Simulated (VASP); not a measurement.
# Au (I4/mmm) in VASP: a series of runs

Runs on Au. Level: PBEsol. Tasks: single point.

Program: VASP 6.6.1. These are calculated values, not measurements. Logs are shortened: lines on timing, memory, paths and dates and some standing lists are left out, and cuts for length are marked.

### Step 1. The cell of the first run

Symmetry: I4/mmm, No. 139, tetragonal system. The conventional cell has a = 3.580 Å, b = 3.580 Å, c = 3.182 Å, α = 90.00°, β = 90.00°, γ = 90.00°. Au (site symmetry 4/mmm) has 14 Au at 2.99 to 3.58 Å within 3.9 Å.

### Step 2. Single point, PBEsol (strain +0.080 along x and y, -0.040 along z)

Input file INCAR:

```
SYSTEM = Au
PREC = Accurate
ENCUT = 520
EDIFF = 1E-6
ISMEAR = 0
SIGMA = 0.15
LREAL = .False.
LASPH = .True.
NELM = 80
ALGO = Fast
ISIF = 2
LWAVE = .False.
LCHARG = .True.
GGA = PS
LELF = .True.
LVHAR = .True.
NBANDS = 12
```

Input file KPOINTS:

```
regular mesh
0
Gamma
  20 20 20
  0 0 0
```

Input file POSCAR:

```
Au
1.0
   -1.7898505200      1.7898505200      1.5909782400
    1.7898505200     -1.7898505200      1.5909782400
    1.7898505200      1.7898505200     -1.5909782400
Au
1
Direct
    0.0000000000      0.0000000000      0.0000000000
```

Potentials or basis: VASP PAW PBE potentials, release 64 (Au).

On the command line:

```bash
cat potpaw_PBE.64/Au/POTCAR > POTCAR
mpirun -np 1 vasp_std > vasp.out
```

OUTCAR:

```text
SYSTEM = Au
   PREC = Accurate
   ENCUT = 520
   EDIFF = 1E-6
   ISMEAR = 0
   LREAL = .False.
   LASPH = .True.
   NELM = 80
   ISIF = 2
   GGA = PS

 ion  position               nearest neighbor table
   1  0.000  0.000  0.000-

  LATTYP: Found a body centered tetragonal cell.
 ALAT       =     3.5797010400
 C/A-ratio  =     0.8888888889

  Lattice vectors:

 A1 = (  -1.7898505200,   1.7898505200,   1.5909782400)
 A2 = (   1.7898505200,  -1.7898505200,   1.5909782400)
 A3 = (   1.7898505200,   1.7898505200,  -1.5909782400)

Analysis of symmetry for initial positions (statically):
=====================================================================
 Subroutine PRICEL returns:
 Original cell was already a primitive cell.

 Routine SETGRP: Setting up the symmetry group for a
 body centered tetragonal supercell.

 Subroutine GETGRP returns: Found 16 space group operations
 (whereof 16 operations were pure point group operations)
 out of a pool of 16 trial point group operations.

The static configuration has the point symmetry D_4h.

Analysis of symmetry for dynamics (positions and initial velocities):
=====================================================================
 Subroutine PRICEL returns:
 Original cell was already a primitive cell.

 Routine SETGRP: Setting up the symmetry group for a
 body centered tetragonal supercell.

 Subroutine GETGRP returns: Found 16 space group operations
 (whereof 16 operations were pure point group operations)
 out of a pool of 16 trial point group operations.

The dynamic configuration has the point symmetry D_4h.

 Subroutine INISYM returns: Found 16 space group operations
 (whereof 16 operations are pure point group operations),
 and found     1 'primitive' translations

----------------------------------------------------------------------------------------

                                     Primitive cell

  volume of cell :      20.3872

  direct lattice vectors                    reciprocal lattice vectors
    -1.789850520  1.789850520  1.590978240     0.000000000  0.279352937  0.314272054
     1.789850520 -1.789850520  1.590978240     0.279352937  0.000000000  0.314272054
     1.789850520  1.789850520 -1.590978240     0.279352937  0.279352937  0.000000000

  length of vectors
     2.989705927  2.989705927  2.989705927     0.420481852  0.420481852  0.395064713

  position of ions in fractional coordinates (direct lattice)
     0.000000000  0.000000000  0.000000000

  ion indices of the primitive-cell ions
   primitive index   ion index
[... 82 lines left out ...]
   TEBEG  =    0.0;   TEEND  =   0.0 temperature during run
   PSTRESS=    0.0 pullay stress
   NELECT =      11.0000    total number of electrons
   NUPDOWN=      -1.0000    fix difference up-down
   EMIN   =  10.00;   EMAX   =-10.00  energy-range for DOS
   EFERMI =   0.00;   METHOD = LEGACY
   ISMEAR =     0;   SIGMA  =   0.15  broadening in eV -4-tet -1-fermi 0-gaus
   EFERMI_NEDOS =   21; number of points for ismear=-14 and -15
   IALGO  =     68    algorithm
   IMIX   =      4    mixing-type and parameters
     AMIX     =   0.40;   BMIX     =  1.00
     AMIX_MAG =   1.60;   BMIX_MAG =  1.00
  volume/ion in A,a.u.               =      20.39       137.58
  Fermi-wavevector in a.u.,A,eV,Ry     =   1.332764  2.518558 24.167470  1.776259
  Thomas-Fermi vector in A             =   2.461674
   LORBIT       =      0    0 simple, 1 ext, 2 COOP (PROOUT), +10 PAW based schemes
   GGA     = PS    functional components
   LHFCALC =     F    Hartree Fock is set to
   AEXX    =    0.0000 exact exchange contribution
   IVDW    =     0    specifies the selected vdW correction
   LEPSILON=     F    determine dielectric tensor
   LRPA    =     F    only Hartree local field effects (RPA)
 non-spin polarized calculation
 RMM-DIIS sequential band-by-band and
 Gauss-broadening in eV      SIGMA  =   0.15
  energy-cutoff  :      520.00
  volume of cell :       20.39
 maximum number of plane-waves:       566
   NGX = 11   NGY = 11   NGZ = 11

 number of electron      11.0000001 magnetization

 Free energy of the ion-electron system (eV)
  ---------------------------------------------------
  ext. energy  EPLUGINS =         0.00000000
  ---------------------------------------------------
  free energy    TOTEN  =        -3.67687538 eV

  energy without entropy =       -3.67230997  energy(sigma->0) =       -3.67459267

 E-fermi :   6.5878     XC(G=0): -11.8442

 val. band max:        6.5870485277   @ k =   0.5000   0.2000   0.1000
 cond. band min:       6.5971874824   @ k =  -0.2500   0.4000   0.2500
 fundamental gap:      0.0101389547
 Fermi energy:         6.5878263432

 k-point     1 :       0.0000    0.0000    0.0000
  band No.  band energies     occupation
      1      -1.5960      2.00000
      2       2.2433      2.00000
      3       2.8653      2.00000
      4       2.8653      2.00000
      5       3.5897      2.00000
      6       4.3268      2.00000
      7      22.1202      0.00000
      8      22.1202      0.00000
      9      24.3735      0.00000
     10      27.1783      0.00000
     11      27.1783      0.00000
     12      29.0384      0.00000
[... 331 lines left out ...]
 k-point    24 :      -0.3500    0.0500    0.0000
  band No.  band energies     occupation
      1       0.7629      2.00000
      2       1.8754      2.00000
      3       3.2954      2.00000
      4       3.9940      2.00000
      5       4.1306      2.00000
      6       4.4879      2.00000
      7      15.0617      0.00000
      8      19.1522      0.00000
      9      20.2078      0.00000
     10      24.6945      0.00000
     11      25.5158      0.00000
     12      29.2575      0.00000

 [... further k-points ...]

------------------------ aborting loop because EDIFF is reached ----------------------------------------

  FORCE on cell =-STRESS in cart. coord.  units (eV):
  Direction    XX          YY          ZZ          XY          YZ          ZX
  --------------------------------------------------------------------------------------
  -------------------------------------------------------------------------------------
  Total       -2.2389405     -2.2389405     -2.4244137      0.0000000      0.0000000      0.0000000
  in kB     -175.9524742   -175.9524742   -190.5283243      0.0000000      0.0000000      0.0000000
  external PRESSURE =    -180.8110909 kB  Pullay stress =       0.0000000 kB

 VOLUME and BASIS-vectors are now :
 -----------------------------------------------------------------------------
  energy-cutoff  :      520.00
  volume of cell :       20.39
      direct lattice vectors                 reciprocal lattice vectors
    -1.789850520  1.789850520  1.590978240     0.000000000  0.279352937  0.314272054
     1.789850520 -1.789850520  1.590978240     0.279352937  0.000000000  0.314272054
     1.789850520  1.789850520 -1.590978240     0.279352937  0.279352937  0.000000000

 POSITION                                       TOTAL-FORCE (eV/Angst)
 -----------------------------------------------------------------------------------
      0.00000      0.00000      0.00000         0.000000      0.000000      0.000000
 -----------------------------------------------------------------------------------
    total drift:                               -0.000000      0.000000     -0.000000

  FREE ENERGIE OF THE ION-ELECTRON SYSTEM (eV)
  ---------------------------------------------------
  free  energy   TOTEN  =        -3.6768753811 eV

  energy  without entropy=       -3.6723099671  energy(sigma->0) =       -3.67459267
```

OSZICAR:

```text
N       E                     dE             d eps       ncg     rms          rms(c)
DAV:   1     0.470542891312E+02    0.47054E+02   -0.54105E+03 16192   0.796E+02
DAV:   2    -0.332385850197E+01   -0.50378E+02   -0.47180E+02 18028   0.177E+02
DAV:   3    -0.399944213698E+01   -0.67558E+00   -0.67503E+00 18308   0.199E+01
DAV:   4    -0.400183992648E+01   -0.23978E-02   -0.23977E-02 17476   0.138E+00
DAV:   5    -0.400186022799E+01   -0.20302E-04   -0.20300E-04 18184   0.123E-01    0.557E+00
RMM:   6    -0.368843941864E+01    0.31342E+00   -0.45142E-01 15394   0.540E+00    0.381E+00
RMM:   7    -0.367884783517E+01    0.95916E-02   -0.22862E-02 16276   0.142E+00    0.233E+00
RMM:   8    -0.367696714190E+01    0.18807E-02   -0.19846E-03 16903   0.382E-01    0.380E-01
RMM:   9    -0.367687229476E+01    0.94847E-04   -0.41978E-04 17517   0.167E-01    0.774E-02
RMM:  10    -0.367687605742E+01   -0.37627E-05   -0.51448E-05 17591   0.534E-02    0.401E-02
RMM:  11    -0.367687538107E+01    0.67636E-06   -0.78849E-06 16905   0.210E-02
   1 F= -.36768754E+01 E0= -.36745927E+01  d E =-.456541E-02
```

stdout:

```text
POSCAR found type information on POSCAR Au
 POSCAR found :  1 types and       1 ions
 scaLAPACK will be used
 -----------------------------------------------------------------------------
|                                                                             |
|                                                                             |
|     You enforced a specific xc type in the INCAR file but a different       |
|     I HOPE YOU KNOW WHAT YOU ARE DOING!                                     |
|                                                                             |
 -----------------------------------------------------------------------------

 LDA part: xc-table for (Slater+PW92), standard interpolation
 POSCAR, INCAR and KPOINTS ok, starting setup
 FFT: planning ... GRIDC
 FFT: planning ... GRID_SOFT
 FFT: planning ... GRID
 WAVECAR not read
 entering main loop
```

It took 59 s on 1 thread of Intel Xeon Platinum 8488C (Sapphire Rapids), shared host; peak memory 0.26 GiB.

Results:

| Item | Value |
| --- | --- |
| Free energy | -3.6769 eV |
| Pressure | -18.1 GPa |

Levels at points of the mesh, in eV from the Fermi level:
| k point | band 3 | band 4 | band 5 | band 6 | band 7 | band 8 | band 9 | band 10 |
| --- | --- | --- | --- | --- | --- | --- | --- | --- |
| (0.00, 0.00, 0.00) | -3.72 | -3.72 | -3.00 | -2.26 | 15.53 | 15.53 | 17.79 | 20.59 |
| (0.50, 0.00, 0.00) | -2.68 | -2.02 | -1.45 | 0.26 | 2.94 | 11.58 | 11.91 | 18.32 |
| (0.50, 0.50, 0.00) | -3.17 | -2.59 | -1.51 | -0.34 | 2.06 | 13.38 | 14.39 | 20.23 |
| (0.50, 0.50, 0.50) | -1.76 | -1.76 | -1.58 | 5.07 | 5.07 | 7.27 | 8.26 | 13.14 |

Caveat: the cell differs from its parent crystal (strain +0.080 along x and y, -0.040 along z); the PAW data sets were made with another functional, which shifts forces and pressure a little; spin-orbit coupling is left out, which moves the levels of the heavy elements.

### Step 3. Single point, PBEsol (strain +0.080 along x and y, +0.000 along z)

Edit INCAR of step 2 so:

```diff
@@ -3,3 +3,3 @@
 ENCUT = 520
-EDIFF = 1E-6
+EDIFF = 1E-7
 ISMEAR = 0
```

Input file KPOINTS:

```
Automatic mesh
0
Gamma
  20 20 20
  0 0 0
```

Input file POSCAR:

```
Au
1.0
   -1.7898505200      1.7898505200      1.6572690000
    1.7898505200     -1.7898505200      1.6572690000
    1.7898505200      1.7898505200     -1.6572690000
Au
1
Direct
    0.0000000000      0.0000000000      0.0000000000
```

Potentials or basis: VASP PAW PBE potentials, release 64 (Au).

On the command line:

```bash
cat potpaw_PBE.64/Au/POTCAR > POTCAR
mpirun -np 1 vasp_std > vasp.out
```

OUTCAR:

```text
SYSTEM = Au
   PREC = Accurate
   ENCUT = 520
   EDIFF = 1E-7
   ISMEAR = 0
   LREAL = .False.
   LASPH = .True.
   NELM = 80
   ISIF = 2
   GGA = PS

 ion  position               nearest neighbor table
   1  0.000  0.000  0.000-

  LATTYP: Found a body centered tetragonal cell.
 ALAT       =     3.5797010400
 C/A-ratio  =     0.9259259259

  Lattice vectors:

 A1 = (  -1.7898505200,   1.7898505200,   1.6572690000)
 A2 = (   1.7898505200,  -1.7898505200,   1.6572690000)
 A3 = (   1.7898505200,   1.7898505200,  -1.6572690000)

Analysis of symmetry for initial positions (statically):
=====================================================================
 Subroutine PRICEL returns:
 Original cell was already a primitive cell.

 Routine SETGRP: Setting up the symmetry group for a
 body centered tetragonal supercell.

 Subroutine GETGRP returns: Found 16 space group operations
 (whereof 16 operations were pure point group operations)
 out of a pool of 16 trial point group operations.

The static configuration has the point symmetry D_4h.

Analysis of symmetry for dynamics (positions and initial velocities):
[... 171 lines left out ...]
      5       3.3343      2.00000
      6       3.7659      2.00000
      7      21.8173      0.00000
      8      21.8173      0.00000
      9      23.1737      0.00000
     10      26.1601      0.00000
     11      26.1601      0.00000
     12      27.8128      0.00000
[... 331 lines left out ...]
 k-point    24 :      -0.3500    0.0500    0.0000
  band No.  band energies     occupation
      1       0.4749      2.00000
      2       1.5930      2.00000
      3       2.8991      2.00000
      4       3.5139      2.00000
      5       3.6578      2.00000
      6       3.9973      2.00000
      7      14.0162      0.00000
      8      18.6162      0.00000
      9      19.5419      0.00000
     10      23.9650      0.00000
     11      24.6933      0.00000
     12      28.2251      0.00000

 [... further k-points ...]

------------------------ aborting loop because EDIFF is reached ----------------------------------------

  FORCE on cell =-STRESS in cart. coord.  units (eV):
  Direction    XX          YY          ZZ          XY          YZ          ZX
  --------------------------------------------------------------------------------------
  -------------------------------------------------------------------------------------
  Total       -2.5692106     -2.5692106     -2.7084190      0.0000000     -0.0000000      0.0000000
  in kB     -193.8312330   -193.8312330   -204.3336561      0.0000000     -0.0000000      0.0000000
  external PRESSURE =    -197.3320407 kB  Pullay stress =       0.0000000 kB

 VOLUME and BASIS-vectors are now :
 -----------------------------------------------------------------------------
  energy-cutoff  :      520.00
  volume of cell :       21.24
      direct lattice vectors                 reciprocal lattice vectors
    -1.789850520  1.789850520  1.657269000     0.000000000  0.279352937  0.301701172
     1.789850520 -1.789850520  1.657269000     0.279352937  0.000000000  0.301701172
     1.789850520  1.789850520 -1.657269000     0.279352937  0.279352937  0.000000000

 POSITION                                       TOTAL-FORCE (eV/Angst)
 -----------------------------------------------------------------------------------
      0.00000      0.00000      0.00000        -0.000000      0.000000      0.000000
 -----------------------------------------------------------------------------------
    total drift:                               -0.000000      0.000000      0.000000

  FREE ENERGIE OF THE ION-ELECTRON SYSTEM (eV)
  ---------------------------------------------------
  free  energy   TOTEN  =        -3.5720869433 eV

  energy  without entropy=       -3.5673333942  energy(sigma->0) =       -3.56971017
```

Run time: 68 s. Hardware: 1 thread of Intel Xeon Platinum 8488C (Sapphire Rapids), shared host; peak memory 0.27 GiB.

Results:

| Quantity | Value |
| --- | --- |
| Free energy | -3.5721 eV |
| Pressure | -19.7 GPa |

Levels at points of the mesh, in eV from the Fermi level:
```
           k point  band 3  band 4  band 5  band 6  band 7  band 8  band 9  band 10
(0.00, 0.00, 0.00)   -3.68   -3.68   -2.72   -2.29   15.76   15.76   17.12    20.11
(0.50, 0.00, 0.00)   -2.57   -2.14   -1.44    0.31    2.60   11.65   11.87    18.10
(0.50, 0.50, 0.00)   -2.89   -2.47   -1.49   -0.06    2.07   12.84   13.42    20.13
(0.50, 0.50, 0.50)   -1.73   -1.73   -1.62    5.37    5.37    7.08    7.36    13.13
```

Caveat: the cell differs from its parent crystal (strain +0.080 along x and y, +0.000 along z); the PAW data sets were made with another functional, which shifts forces and pressure a little; spin-orbit coupling is left out, which moves the levels of the heavy elements.
